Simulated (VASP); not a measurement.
# Ta2N (P-3m1) in VASP: further runs

The runs below take Ta2N through relaxation of shape and atoms at fixed volume, single point, with PBE.

All numbers are computed with VASP 6.6.1; they aren't measurements. Logs are shortened: lines on timing, memory, paths and dates and some standing lists are left out, and cuts for length are marked.

**1. The cell of the first run**

The structure is trigonal, space group P-3m1 (No. 164). Conventional cell: a = 3.034 Å, b = 3.034 Å, c = 4.795 Å, α = 90.00°, β = 90.00°, γ = 120.00°. Ta (site symmetry 3m) has 3 N at 2.14 Å within 2.8 Å. N (site symmetry -3m) has 6 Ta at 2.14 Å within 2.8 Å.

**2. Relaxation of shape and atoms at fixed volume, PBE (volume scaled by 0.94)**

INCAR

```
SYSTEM = Ta2N
PREC = Accurate
ENCUT = 600
EDIFF = 1E-6
ISMEAR = 0
SIGMA = 0.1
LREAL = .FALSE.
LASPH = .TRUE.
NELM = 100
ALGO = Normal
ISIF = 4
LWAVE = .FALSE.
LCHARG = .FALSE.
GGA = PE
IBRION = 2
NSW = 50
EDIFFG = -0.01
```

KPOINTS

```
Automatic mesh
0
G
  18 18 10
  0 0 0
```

POSCAR

```
Ta2N
1.0
    3.0338247878      0.0000000000      0.0000000000
   -1.5169123939      2.6273693369      0.0000000000
    0.0000000000      0.0000000000      4.7948786268
Ta N
2 1
Direct
    0.6666666667      0.3333333333      0.7433569933
    0.3333333333      0.6666666667      0.2566430067
    0.0000000000      0.0000000000      0.0000000000
```

Potentials or basis: VASP PAW PBE potentials, release 64 (Ta_pv, N).

The run is started by

```bash
> cat potpaw_PBE.64/Ta_pv/POTCAR potpaw_PBE.64/N/POTCAR > POTCAR
> mpirun -np 1 vasp_std > vasp.out
```

OUTCAR:

```text
SYSTEM = Ta2N
   PREC = Accurate
   ENCUT = 600
   EDIFF = 1E-6
   ISMEAR = 0
   LREAL = .FALSE.
   LASPH = .TRUE.
   NELM = 100
   ISIF = 4
   GGA = PE
   IBRION = 2
   NSW = 50
   EDIFFG = -0.01

 ion  position               nearest neighbor table
   1  0.667  0.333  0.743-   3 2.14   3 2.14   3 2.14   2 2.92   2 2.92   2 2.92   2 3.02   2 3.02
                             2 3.02
   2  0.333  0.667  0.257-   3 2.14   3 2.14   3 2.14   1 2.92   1 2.92   1 2.92   1 3.02   1 3.02
                             1 3.02
   3  0.000  0.000  0.000-   1 2.14   2 2.14   1 2.14   2 2.14   1 2.14   2 2.14

  LATTYP: Found a hexagonal cell.
 ALAT       =     3.0338247878
 C/A-ratio  =     1.5804731526

  Lattice vectors:

 A1 = (   3.0338247878,   0.0000000000,   0.0000000000)
 A2 = (  -1.5169123939,   2.6273693369,   0.0000000000)
 A3 = (   0.0000000000,   0.0000000000,   4.7948786268)

Analysis of symmetry for initial positions (statically):
=====================================================================
 Subroutine PRICEL returns:
 Original cell was already a primitive cell.

 Routine SETGRP: Setting up the symmetry group for a
 hexagonal supercell.

 Subroutine GETGRP returns: Found 12 space group operations
 (whereof 12 operations were pure point group operations)
 out of a pool of 24 trial point group operations.

The static configuration has the point symmetry D_3d.

Analysis of symmetry for dynamics (positions and initial velocities):
=====================================================================
 Subroutine PRICEL returns:
 Original cell was already a primitive cell.

 Routine SETGRP: Setting up the symmetry group for a
 hexagonal supercell.

 Subroutine GETGRP returns: Found 12 space group operations
 (whereof 12 operations were pure point group operations)
 out of a pool of 24 trial point group operations.

The dynamic configuration has the point symmetry D_3d.

 Subroutine INISYM returns: Found 12 space group operations
 (whereof 12 operations are pure point group operations),
 and found     1 'primitive' translations

----------------------------------------------------------------------------------------

                                     Primitive cell

  volume of cell :      38.2199

  direct lattice vectors                    reciprocal lattice vectors
     3.033824788  0.000000000  0.000000000     0.329616926  0.190304421  0.000000000
    -1.516912394  2.627369337  0.000000000     0.000000000  0.380608842  0.000000000
     0.000000000  0.000000000  4.794878627     0.000000000  0.000000000  0.208555853

  length of vectors
     3.033824788  3.033824788  4.794878627     0.380608842  0.380608842  0.208555853

  position of ions in fractional coordinates (direct lattice)
     0.666666667  0.333333333  0.743356993
     0.333333333  0.666666667  0.256643007
     0.000000000  0.000000000  0.000000000

  ion indices of the primitive-cell ions
   primitive index   ion index
                 1           1
                 2           2
                 3           3

----------------------------------------------------------------------------------------

 KPOINTS: Automatic mesh

Automatic generation of k-mesh.
 Grid dimensions read from file:
 generate k-points for:   18   18   10

 Generating k-lattice:

  Cartesian coordinates                     Fractional coordinates (reciprocal lattice)
     0.018312051  0.010572468  0.000000000     0.055555556 -0.000000000  0.000000000
     0.000000000  0.021144936  0.000000000     0.000000000  0.055555556  0.000000000
     0.000000000  0.000000000  0.020855585     0.000000000  0.000000000  0.100000000

  Length of vectors
     0.021144936  0.021144936  0.020855585

  Shift w.r.t. Gamma in fractional coordinates (k-lattice)
     0.000000000  0.000000000  0.000000000

 Subroutine IBZKPT returns following result:
 ===========================================

 Found    330 irreducible k-points:

 Following reciprocal coordinates:
            Coordinates               Weight
  0.000000  0.000000  0.000000      1.000000
  0.055556  0.000000  0.000000      6.000000
  0.111111  0.000000  0.000000      6.000000
  0.166667 -0.000000  0.000000      6.000000
  0.222222  0.000000  0.000000      6.000000
  0.277778  0.000000  0.000000      6.000000
[... 16 lines left out ...]
  0.333333  0.111111  0.000000     12.000000
  0.388889  0.111111  0.000000     12.000000
 [... further k-points ...]
   k-points           NKPTS =    330   k-points in BZ     NKDIM =    330   number of bands    NBANDS=     17
   number of dos      NEDOS =    301   number of ions     NIONS =      3
   total plane-waves  NPLWV =  23040
   dimension x,y,z NGX =    24 NGY =   24 NGZ =   40
   dimension x,y,z NGXF=    48 NGYF=   48 NGZF=   80
   ions per type =               2   1
   NGX,Y,Z   is equivalent  to a cutoff of  13.15, 13.15, 13.87 a.u.
   NGXF,Y,Z  is equivalent  to a cutoff of  26.30, 26.30, 27.74 a.u.
 SYSTEM =  Ta2N
   PREC   = accura    normal or accurate (medium, high low for compatibility)
   ISTART =      0    job   : 0-new  1-cont  2-samecut
   ICHARG =      2    charge: 1-file 2-atom 10-const
   ISPIN  =      1    spin polarized calculation?
   LNONCOLLINEAR =      F non collinear calculations
   LSORBIT =      F    spin-orbit coupling
   LASPH  =      T    aspherical Exc in radial PAW
   ENCUT  =  600.0 eV  44.10 Ry    6.64 a.u.   6.06  6.06  9.58*2*pi/ulx,y,z
   NELM   =    100;   NELMIN=  2; NELMDL= -5     # of ELM steps
   EDIFF  = 0.1E-05   stopping-criterion for ELM
   LREAL  =      F    real-space projection
   EDIFFG = -.1E-01   stopping-criterion for IOM
   NSW    =     50    number of steps for IOM
   IBRION =      2    ionic relax: 0-MD 1-quasi-New 2-CG
   NFREE  =      1    steps in history (QN), initial steepest desc. (CG)
   ISIF   =      4    stress and relaxation
   ISYM   =      2    0-nonsym 1-usesym 2-fastsym
   POTIM  = 0.5000    time-step for ionic-motion
   TEBEG  =    0.0;   TEEND  =   0.0 temperature during run
   PSTRESS=    0.0 pullay stress
   NELECT =      27.0000    total number of electrons
   NUPDOWN=      -1.0000    fix difference up-down
   EMIN   =  10.00;   EMAX   =-10.00  energy-range for DOS
   EFERMI =   0.00;   METHOD = LEGACY
   ISMEAR =     0;   SIGMA  =   0.10  broadening in eV -4-tet -1-fermi 0-gaus
   EFERMI_NEDOS =   21; number of points for ismear=-14 and -15
   IALGO  =     38    algorithm
   IMIX   =      4    mixing-type and parameters
     AMIX     =   0.40;   BMIX     =  1.00
     AMIX_MAG =   1.60;   BMIX_MAG =  1.00
  volume/ion in A,a.u.               =      12.74        85.97
  Fermi-wavevector in a.u.,A,eV,Ry     =   1.458030  2.755276 28.923949  2.125850
  Thomas-Fermi vector in A             =   2.574762
   LORBIT       =      0    0 simple, 1 ext, 2 COOP (PROOUT), +10 PAW based schemes
   GGA     = PE    functional components
   LHFCALC =     F    Hartree Fock is set to
   AEXX    =    0.0000 exact exchange contribution
   IVDW    =     0    specifies the selected vdW correction
   LEPSILON=     F    determine dielectric tensor
   LRPA    =     F    only Hartree local field effects (RPA)
 conjugate gradient relaxation of ions
 non-spin polarized calculation
 Gauss-broadening in eV      SIGMA  =   0.10
  energy-cutoff  :      600.00
  volume of cell :       38.22
 maximum number of plane-waves:      1302
   NGX = 13   NGY = 13   NGZ = 19

--------------------------------------- Ionic step        1  -------------------------------------------

 number of electron      27.0000000 magnetization

 Free energy of the ion-electron system (eV)
  ---------------------------------------------------
  ext. energy  EPLUGINS =         0.00000000
  ---------------------------------------------------
  free energy    TOTEN  =       -34.24146313 eV

  energy without entropy =      -34.23566420  energy(sigma->0) =      -34.23856366

------------------------ aborting loop because EDIFF is reached ----------------------------------------

  FORCE on cell =-STRESS in cart. coord.  units (eV):
  Direction    XX          YY          ZZ          XY          YZ          ZX
  --------------------------------------------------------------------------------------
  -------------------------------------------------------------------------------------
  Total        4.7832329      4.7832329      4.8023351      0.0000000      0.0000000      0.0000000
  in kB      200.5131535    200.5131535    201.3139204      0.0000000      0.0000000      0.0000000
  external PRESSURE =     200.7800758 kB  Pullay stress =       0.0000000 kB
[... 96 lines left out ...]
  energy  without entropy=      -34.2378493984  energy(sigma->0) =      -34.24057775

--------------------------------------- Ionic step        4  -------------------------------------------

 number of electron      26.9999999 magnetization

 Free energy of the ion-electron system (eV)
  ---------------------------------------------------
  ext. energy  EPLUGINS =         0.00000000
  ---------------------------------------------------
  free energy    TOTEN  =       -34.24348019 eV

  energy without entropy =      -34.23805245  energy(sigma->0) =      -34.24076632

 E-fermi :   8.1017     XC(G=0): -13.2086

 val. band max:        8.0947529038   @ k =   0.1111   0.0000   0.1000
 cond. band min:       8.1082230165   @ k =   0.1667   0.0556   0.1000
 fundamental gap:      0.0134701127
 Fermi energy:         8.1016955351

 k-point     1 :       0.0000    0.0000    0.0000
  band No.  band energies     occupation
      1     -27.5985      2.00000
      2     -26.6623      2.00000
      3     -26.6623      2.00000
      4     -26.5148      2.00000
      5     -26.5148      2.00000
      6     -26.4193      2.00000
[... 9 lines left out ...]
     16       8.5459      0.00000
     17       8.5459      0.00000
[... 443 lines left out ...]
      1     -27.4293      2.00000
      2     -27.1980      2.00000
      3     -27.0644      2.00000
      4     -26.9450      2.00000
      5     -26.6909      2.00000
      6     -26.6723      2.00000
[... 9 lines left out ...]
     16      11.5893      0.00000
     17      12.2894      0.00000

 [... further k-points ...]
[... 5 lines left out ...]
  --------------------------------------------------------------------------------------
  -------------------------------------------------------------------------------------
  Total        4.6802542      4.6802542      4.7202230      0.0000000      0.0000000      0.0000000
  in kB      196.1962871    196.1962871    197.8717809      0.0000000      0.0000000      0.0000000
  external PRESSURE =     196.7547850 kB  Pullay stress =       0.0000000 kB
[... 18 lines left out ...]
  FREE ENERGIE OF THE ION-ELECTRON SYSTEM (eV)
  ---------------------------------------------------
  free  energy   TOTEN  =       -34.2434801946 eV

  energy  without entropy=      -34.2380524527  energy(sigma->0) =      -34.24076632

 reached required accuracy - stopping structural energy minimisation
```

Wall time 4 min (1 thread of Intel Xeon Platinum 8488C (Sapphire Rapids), shared host); peak memory 0.36 GiB.

Results:

```
Free energy                  : -34.2435 eV
Energy gained by relaxing    : 0.7 meV/atom
Ionic steps                  : 4
Pressure after relaxing      : 19.7 GPa
Largest force after relaxing : 0.003 eV/Å
```

Forces in eV/Å, atoms in the order of the input:
```
Ta   0.000  0.000  0.003
Ta   0.000  0.000 -0.003
N    0.000  0.000  0.000
```

Step by step:
```
step  energy change (eV)  largest force (eV/Å)  pressure (GPa)  volume (Å³)
   1              0.0000                0.2452           20.08        38.22
   2             -0.0011                0.1589           19.51        38.22
   3             -0.0018                0.0025           19.70        38.22
   4             -0.0020                0.0034           19.68        38.22
```

Final structure:
```
Ta N
1.0
     3.03103    0.00000    0.00000
    -1.51552    2.62495    0.00000
     0.00000    0.00000    4.80371
Ta N
2 1
Direct
  0.66667 0.33333 0.74171
  0.33333 0.66667 0.25829
  0.00000 0.00000 0.00000
```

Caveat: the cell differs from its parent crystal (volume scaled by 0.94); spin-orbit coupling is left out, which moves the levels of the heavy elements.

**3. Single point, PBE (volume scaled by 0.94, then relaxed in part)**

INCAR

```
SYSTEM = Ta2N
PREC     = Accurate       ! precision mode
ENCUT    = 520            ! plane-wave cutoff, eV
EDIFF    = 1E-7           ! SCF threshold, eV
ISMEAR   = 0              ! smearing method
SIGMA    = 0.1            ! smearing width, eV
LREAL    = .FALSE.        ! projectors in reciprocal space
LASPH    = .TRUE.         ! aspherical terms in the spheres
NELM     = 80             ! most SCF steps
ALGO     = Normal         ! electronic algorithm
ISIF     = 2              ! what is computed and relaxed
LWAVE    = .FALSE.        ! write WAVECAR
LCHARG   = .TRUE.         ! write CHGCAR
GGA      = PE             ! functional
LELF     = .TRUE.         ! ELF
LVHAR    = .TRUE.       
NBANDS   = 20             ! bands
```

KPOINTS is that of step 2.

POSCAR

```
Ta2N
1.0
    3.0302446806      0.0000000000      0.0000000000
   -1.5151223403      2.6242688731      0.0000000000
    0.0000000000      0.0000000000      4.8062152164
Ta N
2 1
Direct
    0.6666666667      0.3333333333      0.7420518139
    0.3333333333      0.6666666667      0.2579481861
    0.0000000000      0.0000000000      0.0000000000
```

Potentials or basis: VASP PAW PBE potentials, release 64 (Ta_pv, N).

The run is started by

```bash
> cat potpaw_PBE.64/Ta_pv/POTCAR potpaw_PBE.64/N/POTCAR > POTCAR
> mpirun -np 1 vasp_std > vasp.out
```

It took 3.8 min on 1 thread of Intel Xeon Platinum 8375C at 2.90GHz (Ice Lake), shared host; peak memory 0.34 GiB.

The run converged. Its results:

```
Free energy   : -34.2411 eV
Pressure      : 19.8 GPa
Largest force : 0.058 eV/Å
```

Forces on the atoms (eV/Å):
```
Ta   0.000  0.000 -0.058
Ta   0.000  0.000  0.058
N    0.000  0.000  0.000
```

Stress tensor (GPa, compression positive):
```
19.85  0.00  0.00
 0.00 19.85  0.00
 0.00  0.00 19.67
```

Levels at points of the mesh, in eV from the Fermi level:
```tsv
k point	band 11	band 12	band 13	band 14	band 15	band 16
(0.00, 0.00, 0.00)	-4.99	-0.83	-0.25	-0.25	0.18	0.45
(0.50, 0.00, 0.00)	-4.92	-2.68	-1.27	1.68	2.18	4.24
(0.00, 0.00, 0.50)	-3.25	-2.64	-1.14	-1.14	1.86	2.43
(0.50, 0.00, 0.50)	-3.49	-2.17	-2.10	-0.51	0.74	3.81
```

Caveat: the cell differs from its parent crystal (volume scaled by 0.94, then relaxed in part); spin-orbit coupling is left out, which moves the levels of the heavy elements.

**4. Single point, PBE (volume scaled by 0.97, then relaxed in part)**

INCAR

```
ALGO = Normal
EDIFF = 1E-6
ENCUT = 520
GGA = PE
ISIF = 2
ISMEAR = 0
LASPH = T
LCHARG = F
LREAL = F
LWAVE = F
NBANDS = 20
NELM = 80
PREC = Accurate
SIGMA = 0.1
```

KPOINTS

```
k-points
0
Gamma
  18 18 10
```

POSCAR

```
Ta2N
1.0
    3.0657621325      0.0000000000      0.0000000000
   -1.5328810662      2.6550278888      0.0000000000
    0.0000000000      0.0000000000      4.8453547427
Ta N
2 1
Direct
    0.6666666667      0.3333333333      0.7433569933
    0.3333333333      0.6666666667      0.2566430067
    0.0000000000      0.0000000000      0.0000000000
```

The run is started by

```bash
> cat potpaw_PBE.64/Ta_pv/POTCAR potpaw_PBE.64/N/POTCAR > POTCAR
> mpirun -np 1 vasp_std > vasp.out
```

Wall time 3.6 min (1 thread of Intel Xeon Platinum 8375C at 2.90GHz (Ice Lake), shared host); peak memory 0.34 GiB.

It converged, with:

| Property | Result |
| --- | --- |
| Free energy | -34.3507 eV |
| Pressure | 9.3 GPa |
| Largest force | 0.053 eV/Å |

Forces in eV/Å, atoms in the order of the input:
```
Ta   0.000  0.000 -0.053
Ta   0.000  0.000  0.053
N    0.000  0.000  0.000
```

Levels at points of the mesh, in eV from the Fermi level:
| k point | band 9 | band 10 | band 11 | band 12 | band 13 | band 14 | band 15 | band 16 | band 17 | band 18 |
| --- | --- | --- | --- | --- | --- | --- | --- | --- | --- | --- |
| (0.00, 0.00, 0.00) | -6.09 | -6.09 | -4.99 | -0.77 | -0.24 | -0.24 | 0.22 | 0.39 | 0.39 | 1.15 |
| (0.50, 0.00, 0.00) | -6.70 | -6.45 | -4.73 | -2.65 | -1.32 | 1.68 | 2.06 | 4.00 | 4.21 | 4.41 |
| (0.00, 0.00, 0.50) | -6.27 | -6.27 | -3.09 | -2.66 | -1.11 | -1.11 | 1.81 | 2.20 | 2.44 | 2.44 |
| (0.50, 0.00, 0.50) | -6.86 | -6.16 | -3.39 | -2.17 | -2.11 | -0.42 | 0.74 | 3.58 | 3.83 | 4.26 |

Caveat: the cell differs from its parent crystal (volume scaled by 0.97, then relaxed in part); spin-orbit coupling is left out, which moves the levels of the heavy elements.

[end of part 1 of 2]
